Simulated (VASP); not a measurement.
MgW2Br4O4:

```
CELL_PARAMETERS angstrom
3.85782 0.00000 0.00000
0.00000 8.48089 0.00000
-0.01191 0.00000 7.75524
ATOMIC_POSITIONS crystal
Mg 0.49931 0.50000 0.20440
W 0.00139 0.00000 0.96771
W 0.99853 0.00000 0.46466
Br 0.00348 0.31479 0.98409
Br 0.00348 0.68521 0.98409
Br 0.99703 0.31393 0.44760
Br 0.99703 0.68607 0.44760
O 0.50110 0.00000 0.96567
O 0.99978 0.00000 0.70844
O 0.49880 0.00000 0.46582
O 0.00006 0.00000 0.22249
```

* Program: VASP 6.6.1
* Task: relaxation of cell and atoms
* Functional: PBE
* Potentials or basis: VASP PAW PBE potentials, release 64 (Mg, W_sv, Br, O)
* Cutoff: 600 eV
* k mesh: 4 × 2 × 2
* Occupations: gaussian, width 0.1 eV
* Spin: no spin polarisation

At the start: pressure -4.0 GPa; volume 23.07 Å³/atom.

Problem. How do energy, volume and symmetry change on relaxing?

Solution. Over 11 steps the energy falls by 24.7 meV/atom and the volume is 22.10 Å³/atom (-4.2 %); space group Pmm2 (No. 25, to 0.1 Å) before and after.

Step by step:
```
step  energy change (eV)  largest force (eV/Å)  pressure (GPa)  volume (Å³)
   1              0.0000                1.8975           -3.97       253.73
   2              0.0190                2.2368            5.82       233.28
   3             -0.2575                0.5688            0.32       243.05
   4             -0.2576                0.5365            0.42       242.84
   5             -0.2605                0.4993           -0.22       243.89
   6             -0.2668                0.1292            0.05       243.42
   7             -0.2682                0.0775           -0.11       243.65
   8             -0.2682                0.0816           -0.12       243.68
   9             -0.2694                0.0923           -0.04       243.45
  10             -0.2704                0.1249            0.14       242.96
  11             -0.2712                0.0349            0.06       243.09
```

Final structure:
```
CELL_PARAMETERS angstrom
3.79718 0.00000 -0.00036
0.00000 8.41962 0.00000
-0.01244 0.00000 7.60362
ATOMIC_POSITIONS crystal
Mg 0.49970 0.50000 0.20715
W 0.00165 0.00000 0.96717
W 0.99846 0.00000 0.46436
Br 0.00340 0.31457 0.98057
Br 0.00340 0.68543 0.98057
Br 0.99668 0.31344 0.44963
Br 0.99668 0.68656 0.44963
O 0.50129 0.00000 0.96657
O 0.00002 0.00000 0.71585
O 0.49881 0.00000 0.46538
O 0.99993 0.00000 0.21570
```

Caveat: the k points lie up to 0.41 Å⁻¹ apart in the final cell, too coarse for converged energies and pressures of a metal.
